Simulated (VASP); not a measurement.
# Ti in VASP: further runs

Ti is run at these levels: PBE; tasks: single point.

Everything below comes from runs of VASP 6.6.1. Logs are shortened: lines on timing, memory, paths and dates and some standing lists are left out, and cuts for length are marked.

## Step 1: The cell of the first run

The cell holds a wire with vacuum, 1 atom: a = 9.000 Å, b = 9.300 Å, c = 2.229 Å, α = 90.00°, β = 90.00°, γ = 90.00°.

## Step 2: Single point, PBE, collinear spin, ferromagnetic start

File INCAR:

```
SYSTEM = Ti
PREC = Accurate ; ENCUT = 520
EDIFF = 1E-6 ; ISMEAR = 0
SIGMA = 0.05 ; LREAL = .False.
LASPH = .True. ; NELM = 150
ALGO = Normal ; ISIF = 2
LWAVE = .False. ; LCHARG = .False.
ISPIN = 2 ; MAGMOM = 1.5
LORBIT = 11 ; LMAXMIX = 4
GGA = PE ; NBANDS = 16
```

File KPOINTS:

```
Automatic mesh
0
Gamma
  1 1 25
  0 0 0
```

File POSCAR:

```
Ti
1.0
    9.0000000000      0.0000000000      0.0000000000
    0.0000000000      9.3000000000      0.0000000000
    0.0000000000      0.0000000000      2.2286554675
Ti
1
Direct
    0.5000000000      0.5000000000      0.0000000000
```

Potentials or basis: VASP PAW PBE potentials, release 64 (Ti_sv).

Started as:

```console
$ cat potpaw_PBE.64/Ti_sv/POTCAR > POTCAR
$ mpirun -np 1 vasp_std > vasp.out
```

OUTCAR:

```text
SYSTEM = Ti
   PREC = Accurate
   ENCUT = 520
   EDIFF = 1E-6
   ISMEAR = 0
   LREAL = .False.
   LASPH = .True.
   NELM = 150
   ISIF = 2
   ISPIN = 2
   LORBIT = 11
   GGA = PE

 ion  position               nearest neighbor table
   1  0.500  0.500  0.000-

  LATTYP: Found a simple orthorhombic cell.
 ALAT       =     2.2286554675
 B/A-ratio  =     4.0383092547
 C/A-ratio  =     4.1729195632

  Lattice vectors:

 A1 = (   0.0000000000,   0.0000000000,   2.2286554675)
 A2 = (   9.0000000000,   0.0000000000,   0.0000000000)
 A3 = (   0.0000000000,   9.3000000000,   0.0000000000)

Analysis of symmetry for initial positions (statically):
=====================================================================
 Subroutine PRICEL returns:
 Original cell was already a primitive cell.

 Routine SETGRP: Setting up the symmetry group for a
 simple orthorhombic supercell.

 Subroutine GETGRP returns: Found  8 space group operations
 (whereof  8 operations were pure point group operations)
 out of a pool of  8 trial point group operations.

The static configuration has the point symmetry D_2h.

Analysis of symmetry for dynamics (positions and initial velocities):
=====================================================================
 Subroutine PRICEL returns:
 Original cell was already a primitive cell.

 Routine SETGRP: Setting up the symmetry group for a
 simple orthorhombic supercell.

 Subroutine GETGRP returns: Found  8 space group operations
 (whereof  8 operations were pure point group operations)
 out of a pool of  8 trial point group operations.

The dynamic configuration has the point symmetry D_2h.

Analysis of structural, dynamic, and magnetic symmetry:
=====================================================================
 Subroutine PRICEL returns:
 Original cell was already a primitive cell.

 Routine SETGRP: Setting up the symmetry group for a
 simple orthorhombic supercell.

 Subroutine GETGRP returns: Found  8 space group operations
 (whereof  8 operations were pure point group operations)
 out of a pool of  8 trial point group operations.

The overall configuration has the point symmetry D_2h.

 Subroutine INISYM returns: Found  8 space group operations
 (whereof  8 operations are pure point group operations),
 and found     1 'primitive' translations

----------------------------------------------------------------------------------------

                                     Primitive cell

  volume of cell :     186.5385

  direct lattice vectors                    reciprocal lattice vectors
     9.000000000  0.000000000  0.000000000     0.111111111  0.000000000  0.000000000
     0.000000000  9.300000000  0.000000000     0.000000000  0.107526882  0.000000000
     0.000000000  0.000000000  2.228655467     0.000000000  0.000000000  0.448701028

  length of vectors
     9.000000000  9.300000000  2.228655467     0.111111111  0.107526882  0.448701028

  position of ions in fractional coordinates (direct lattice)
     0.500000000  0.500000000  0.000000000

  ion indices of the primitive-cell ions
   primitive index   ion index
                 1           1

----------------------------------------------------------------------------------------

 KPOINTS: Automatic mesh

Automatic generation of k-mesh.
 Grid dimensions read from file:
 generate k-points for:    1    1   25

 Generating k-lattice:

  Cartesian coordinates                     Fractional coordinates (reciprocal lattice)
     0.111111111  0.000000000  0.000000000     1.000000000  0.000000000  0.000000000
     0.000000000  0.107526882  0.000000000     0.000000000  1.000000000  0.000000000
     0.000000000  0.000000000  0.017948041     0.000000000  0.000000000  0.040000000

  Length of vectors
     0.111111111  0.107526882  0.017948041

  Shift w.r.t. Gamma in fractional coordinates (k-lattice)
     0.000000000  0.000000000  0.000000000

 Subroutine IBZKPT returns following result:
 ===========================================

 Found     13 irreducible k-points:

 Following reciprocal coordinates:
            Coordinates               Weight
  0.000000  0.000000  0.000000      1.000000
  0.000000  0.000000  0.040000      2.000000
  0.000000  0.000000  0.080000      2.000000
  0.000000  0.000000  0.120000      2.000000
  0.000000  0.000000  0.160000      2.000000
  0.000000  0.000000  0.200000      2.000000
  0.000000  0.000000  0.240000      2.000000
  0.000000  0.000000  0.280000      2.000000
  0.000000  0.000000  0.320000      2.000000
  0.000000  0.000000  0.360000      2.000000
  0.000000  0.000000  0.400000      2.000000
  0.000000  0.000000  0.440000      2.000000
  0.000000  0.000000  0.480000      2.000000
   k-points           NKPTS =     13   k-points in BZ     NKDIM =     13   number of bands    NBANDS=     16
   number of dos      NEDOS =    301   number of ions     NIONS =      1
   total plane-waves  NPLWV =  88200
   dimension x,y,z NGX =    70 NGY =   70 NGZ =   18
   dimension x,y,z NGXF=   140 NGYF=  140 NGZF=   36
   ions per type =               1
   NGX,Y,Z   is equivalent  to a cutoff of  12.93, 12.51, 13.43 a.u.
   NGXF,Y,Z  is equivalent  to a cutoff of  25.86, 25.03, 26.85 a.u.
 SYSTEM =  Ti
   PREC   = accura    normal or accurate (medium, high low for compatibility)
   ISTART =      0    job   : 0-new  1-cont  2-samecut
   ICHARG =      2    charge: 1-file 2-atom 10-const
   ISPIN  =      2    spin polarized calculation?
   LNONCOLLINEAR =      F non collinear calculations
   LSORBIT =      F    spin-orbit coupling
   LASPH  =      T    aspherical Exc in radial PAW
   ENCUT  =  520.0 eV  38.22 Ry    6.18 a.u.  16.73 17.29  4.14*2*pi/ulx,y,z
   NELM   =    150;   NELMIN=  2; NELMDL= -5     # of ELM steps
   EDIFF  = 0.1E-05   stopping-criterion for ELM
   LREAL  =      F    real-space projection
   EDIFFG = 0.1E-04   stopping-criterion for IOM
   NSW    =      0    number of steps for IOM
   IBRION =     -1    ionic relax: 0-MD 1-quasi-New 2-CG
   NFREE  =      0    steps in history (QN), initial steepest desc. (CG)
   ISIF   =      2    stress and relaxation
   ISYM   =      2    0-nonsym 1-usesym 2-fastsym
   POTIM  = 0.5000    time-step for ionic-motion
   TEBEG  =    0.0;   TEEND  =   0.0 temperature during run
   PSTRESS=    0.0 pullay stress
   NELECT =      12.0000    total number of electrons
   NUPDOWN=      -1.0000    fix difference up-down
   EMIN   =  10.00;   EMAX   =-10.00  energy-range for DOS
   EFERMI =   0.00;   METHOD = LEGACY
   ISMEAR =     0;   SIGMA  =   0.05  broadening in eV -4-tet -1-fermi 0-gaus
   EFERMI_NEDOS =   21; number of points for ismear=-14 and -15
   IALGO  =     38    algorithm
   IMIX   =      4    mixing-type and parameters
     AMIX     =   0.40;   BMIX     =  1.00
     AMIX_MAG =   1.60;   BMIX_MAG =  1.00
  volume/ion in A,a.u.               =     186.54      1258.82
  Fermi-wavevector in a.u.,A,eV,Ry     =   0.655963  1.239590  5.854410  0.430287
  Thomas-Fermi vector in A             =   1.727004
   LORBIT       =     11    0 simple, 1 ext, 2 COOP (PROOUT), +10 PAW based schemes
   GGA     = PE    functional components
   LHFCALC =     F    Hartree Fock is set to
   AEXX    =    0.0000 exact exchange contribution
   IVDW    =     0    specifies the selected vdW correction
   LEPSILON=     F    determine dielectric tensor
   LRPA    =     F    only Hartree local field effects (RPA)
 spin polarized calculation
 Gauss-broadening in eV      SIGMA  =   0.05
  energy-cutoff  :      520.00
  volume of cell :      186.54
 maximum number of plane-waves:      5058
 NGX is ok and might be reduce to    70

 number of electron      11.9999999 magnetization       0.8020843

 Free energy of the ion-electron system (eV)
  ---------------------------------------------------
  ext. energy  EPLUGINS =         0.00000000
  ---------------------------------------------------
  free energy    TOTEN  =        -4.21055516 eV

  energy without entropy =       -4.20772558  energy(sigma->0) =       -4.20914037

 E-fermi :  -2.2896     XC(G=0):  -2.7021

 val. band max:       -2.3229359516   @ k =   0.0000   0.0000   0.2400
 cond. band min:      -2.2402915839   @ k =   0.0000   0.0000   0.2800
 fundamental gap:      0.0826443677
 Fermi energy:        -2.2896173604

 spin component 1

 k-point     1 :       0.0000    0.0000    0.0000
  band No.  band energies     occupation
      1     -59.4419      1.00000
      2     -35.8738      1.00000
      3     -35.8734      1.00000
      4     -33.6330      1.00000
      5      -4.9798      1.00000
      6      -3.6894      1.00000
[... 8 lines left out ...]
     15       2.6024      0.00000
     16       2.7406      0.00000
[... 210 lines left out ...]
 k-point    13 :       0.0000    0.0000    0.4800
  band No.  band energies     occupation
      1     -58.8379      1.00000
      2     -36.5810      1.00000
      3     -35.4575      1.00000
      4     -35.4571      1.00000
      5      -3.9366      1.00000
      6      -3.9358      1.00000
[... 8 lines left out ...]
     15       7.9096      0.00000
     16       7.9348      0.00000
 Fermi energy:        -2.2896173604

 spin component 2

 k-point     1 :       0.0000    0.0000    0.0000
  band No.  band energies     occupation
      1     -58.9088      1.00000
      2     -35.2348      1.00000
      3     -35.2343      1.00000
      4     -33.2961      1.00000
      5      -4.5826      1.00000
      6      -3.2238      1.00000
[... 8 lines left out ...]
     15       2.6953      0.00000
     16       2.7666      0.00000
[... 210 lines left out ...]
 k-point    13 :       0.0000    0.0000    0.4800
  band No.  band energies     occupation
      1     -58.2962      1.00000
      2     -36.2446      1.00000
      3     -34.8120      1.00000
      4     -34.8116      1.00000
      5      -3.5418      1.00000
      6      -3.5418      1.00000
[... 8 lines left out ...]
     15       8.0765      0.00000
     16       8.1232      0.00000

------------------------ aborting loop because EDIFF is reached ----------------------------------------

  FORCE on cell =-STRESS in cart. coord.  units (eV):
  Direction    XX          YY          ZZ          XY          YZ          ZX
  --------------------------------------------------------------------------------------
  -------------------------------------------------------------------------------------
  Total       -0.0864273     -0.0666599      0.2063808      0.0000000      0.0000000     -0.0000000
  in kB       -0.7423232     -0.5725412      1.7726031      0.0000000      0.0000000     -0.0000000
  external PRESSURE =       0.1525796 kB  Pullay stress =       0.0000000 kB

 VOLUME and BASIS-vectors are now :
 -----------------------------------------------------------------------------
  energy-cutoff  :      520.00
  volume of cell :      186.54
      direct lattice vectors                 reciprocal lattice vectors
     9.000000000  0.000000000  0.000000000     0.111111111  0.000000000  0.000000000
     0.000000000  9.300000000  0.000000000     0.000000000  0.107526882  0.000000000
     0.000000000  0.000000000  2.228655467     0.000000000  0.000000000  0.448701028

 POSITION                                       TOTAL-FORCE (eV/Angst)
 -----------------------------------------------------------------------------------
      4.50000      4.65000      0.00000         0.000000      0.000000      0.000000
 -----------------------------------------------------------------------------------
    total drift:                                0.000000      0.000000      0.000000

  FREE ENERGIE OF THE ION-ELECTRON SYSTEM (eV)
  ---------------------------------------------------
  free  energy   TOTEN  =        -4.2105551552 eV

  energy  without entropy=       -4.2077255772  energy(sigma->0) =       -4.20914037

 total charge

# of ion       s       p       d       tot
------------------------------------------
    1        2.255   5.967   2.292  10.515

 magnetization (x)

# of ion       s       p       d       tot
------------------------------------------
    1        0.006   0.010   0.558   0.574
```

Wall time 46 s (1 thread of Intel Xeon 6975P-C (Granite Rapids), shared host); peak memory 0.34 GiB.

Results:

| Property | Result |
| --- | --- |
| Free energy | -4.2106 eV |
| Net moment | 0.80 μB per cell |
| Site moments | Ti +0.57 μB |
| Valence electrons inside the program's atomic spheres | Ti 10.52 |

Levels at points of the mesh, in eV from the Fermi level:
Spin up:
```
           k point  band 2  band 3  band 4  band 5  band 6  band 7  band 8  band 9  band 10  band 11
(0.00, 0.00, 0.00)  -33.58  -33.58  -31.34   -2.69   -1.40   -0.28   -0.27    0.84     0.86     2.96
```
Spin down:
| k point | band 2 | band 3 | band 4 | band 5 | band 6 | band 7 | band 8 | band 9 | band 10 | band 11 |
| --- | --- | --- | --- | --- | --- | --- | --- | --- | --- | --- |
| (0.00, 0.00, 0.00) | -32.95 | -32.94 | -31.01 | -2.29 | -0.93 | 0.33 | 0.34 | 1.16 | 1.18 | 3.05 |

## Step 3: Single point, PBE, collinear spin, ferromagnetic start

This run uses another cell than the first one, of 212.38 Å³/atom, 1.139 times its volume.

File INCAR:

```
SYSTEM = Ti
ALGO = Normal
EDIFF = 1E-6
ENCUT = 520
GGA = PE
ISIF = 2
ISMEAR = 0
ISPIN = 2
LASPH = .TRUE.
LCHARG = .FALSE.
LMAXMIX = 4
LORBIT = 11
LREAL = .FALSE.
LWAVE = .FALSE.
MAGMOM = 1.5
NBANDS = 16
NELM = 150
PREC = Accurate
SIGMA = 0.05
```

File KPOINTS:

```
k-points
0
G
  1 1 25
  0 0 0
```

Changes to POSCAR since step 2:

```diff
@@ -4,3 +4,3 @@
     0.0000000000      9.3000000000      0.0000000000
-    0.0000000000      0.0000000000      2.2286554675
+    0.0000000000      0.0000000000      2.5374154393
 Ti
```

Potentials or basis: VASP PAW PBE potentials, release 64 (Ti_sv).

Started as:

```console
$ cat potpaw_PBE.64/Ti_sv/POTCAR > POTCAR
$ mpirun -np 1 vasp_std > vasp.out
```

Run time: 3.7 min. Hardware: 1 thread of Intel Xeon 6975P-C (Granite Rapids), shared host; peak memory 0.39 GiB.

It converged, with:

- Free energy: -4.0592 eV
- Net moment: 2.12 μB per cell
- Site moments: Ti +1.42 μB
- Valence electrons inside the program's atomic spheres: Ti 10.27

Levels at points of the mesh, in eV from the Fermi level:
Spin up:
```csv
k point,band 5,band 6,band 7,band 8,band 9,band 10
"(0.00, 0.00, 0.00)",-3.18,-1.15,-0.33,-0.32,0.75,0.77
```
Spin down:
```csv
k point,band 1,band 2,band 3,band 4,band 5,band 6,band 7,band 8,band 9,band 10
"(0.00, 0.00, 0.00)",-56.29,-32.65,-32.65,-31.79,-2.07,0.11,0.96,0.98,1.57,1.60
```

## Step 4: Single point, PBE

This run uses another cell than the first one: it holds 9 atoms, not 1.

File INCAR:

```
PREC = Accurate
ENCUT = 400
EDIFF = 1E-6
ISMEAR = 0
SIGMA = 0.05
LREAL = False
LASPH = True
NELM = 120
ALGO = Normal
ISIF = 2
LWAVE = False
LCHARG = False
GGA = PE
NBANDS = 64
NELECT = 109.0
GGA_COMPAT = False
```

File KPOINTS:

```
regular mesh
0
Gamma
  1 1 12
```

File POSCAR:

```
Ti
1.0
   13.6000000000      0.0000000000      0.0000000000
    0.0000000000     12.6000000000      0.0000000000
    0.0000000000      0.0000000000      2.9346518190
Ti
9
Direct
    0.5000000000      0.5000000000      0.0000000000
    0.3221944979      0.5000000000      0.5000000000
    0.6778055021      0.5000000000      0.5000000000
    0.3390574152      0.6735309898      0.0000000000
    0.3390574152      0.3264690102      0.0000000000
    0.6609425848      0.6735309898      0.0000000000
    0.6609425848      0.3264690102      0.0000000000
    0.5000000000      0.6924616341      0.5000000000
    0.5000000000      0.3075383659      0.5000000000
```

Started as:

```console
$ cat potpaw_PBE.64/Ti_sv/POTCAR > POTCAR
$ mpirun -np 1 vasp_std > vasp.out
```

Run time: 5.4 min. Hardware: 1 thread of AMD EPYC 7R43 (Zen 3), shared host; peak memory 0.38 GiB.

It converged, with:

```yaml
Free_energy: -60.0090 eV
Largest_force: 0.095 eV/Å
```

Forces in eV/Å, atoms in the order of the input:
```
Ti   0.000  0.000  0.000
Ti   0.039  0.000  0.000
Ti  -0.039  0.000  0.000
Ti  -0.007  0.029  0.000
Ti  -0.007 -0.029  0.000
Ti   0.007  0.029  0.000
Ti   0.007 -0.029  0.000
Ti   0.000 -0.095  0.000
Ti   0.000  0.095  0.000
```

Levels at points of the mesh, in eV from the Fermi level:
| k point | band 51 | band 52 | band 53 | band 54 | band 55 | band 56 |
| --- | --- | --- | --- | --- | --- | --- |
| (0.00, 0.00, 0.00) | -0.16 | -0.08 | -0.02 | 0.10 | 0.10 | 0.12 |
| (0.00, 0.00, 0.50) | -0.62 | -0.31 | -0.25 | 0.14 | 0.15 | 0.17 |

Caveat: the cell carries a net charge on a neutralising background, which shifts energy and pressure; the cell is charged against a uniform background, so pressure and absolute levels hang on convention.
